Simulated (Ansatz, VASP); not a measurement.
**One calculation of GaSb, two programs**

Contents of INCAR:

```
PREC = Accurate ; ENCUT = 500
EDIFF = 1E-6 ; ISMEAR = -1
SIGMA = 0.1 ; LREAL = False
LASPH = True ; NELM = 120
ALGO = Normal ; ISIF = 2
LWAVE = False ; LCHARG = False
GGA = B5 ; ALDAX = 1.0
AGGAX = 1.0 ; AGGAC = 1.0
ALDAC = 0.0 ; NBANDS = 16
GGA_COMPAT = False
```

Contents of KPOINTS:

```
Automatic mesh
0
Gamma
  6 6 6
```

POSCAR

```
GaSb
1.0
   -2.7534340000      2.7534340000      1.5907070000
    2.7534340000     -2.7534340000      1.5907070000
    2.7534340000      2.7534340000     -1.5907070000
Ga Sb
1 1
Direct
    0.7500000000      0.2500000000      0.5000000000
    0.0000000000      0.0000000000      0.0000000000
```

Input for Ansatz:

```yaml
crystal:
  lattice:
    a: 5.506868
    b: 5.506868
    c: 3.181414
    alpha: 90.0
    beta: 90.0
    gamma: 90.0
  space_group: 119
  setting:
    hermann_mauguin: I-4m2
  atoms:
    - { symbol: Ga, position: [0.0, 0.5, 0.25] }
    - { symbol: Sb, position: [0.0, 0.0, 0.0] }
  reduce_to_primitive: true
basis:
  ecutwfc: 557.833418042754
kpoints:
  mp_grid:
    grid: [6, 6, 6]
hamiltonian:
  xc: blyp
scf:
  occupations:
    method: fermi_dirac
    width: 0.1
output:
  stress: true
```

Alike in both runs: task single point; functional BLYP; k mesh 6 × 6 × 6; occupations fermi-dirac, width 0.1 eV; no spin polarisation.

|  | VASP | Ansatz |
| --- | --- | --- |
| version | VASP 6.6.1 | Ansatz 0.2.0 |
| potentials or method | VASP PAW PBE potentials, release 64 (Ga_d, Sb), cutoff 500 eV | plane waves, PAW |
| valence electrons in the cell | 18 | 28 |

|  | VASP | Ansatz | Ansatz less VASP |
| --- | --- | --- | --- |
| pressure (GPa) | 5.5 | 5.4 | -0.11 |
| traceless stress, the component that is largest in VASP (GPa) | -2.19 | -2.16 | +0.038 |

VASP's potentials were made for PBE, not for BLYP. VASP's potentials hold 18 valence electrons a cell and Ansatz's 28, so a difference there can come from the potentials and not from the codes.

The k mesh is coarse, so the values compare programs but aren't converged. Spin-orbit coupling is off throughout.
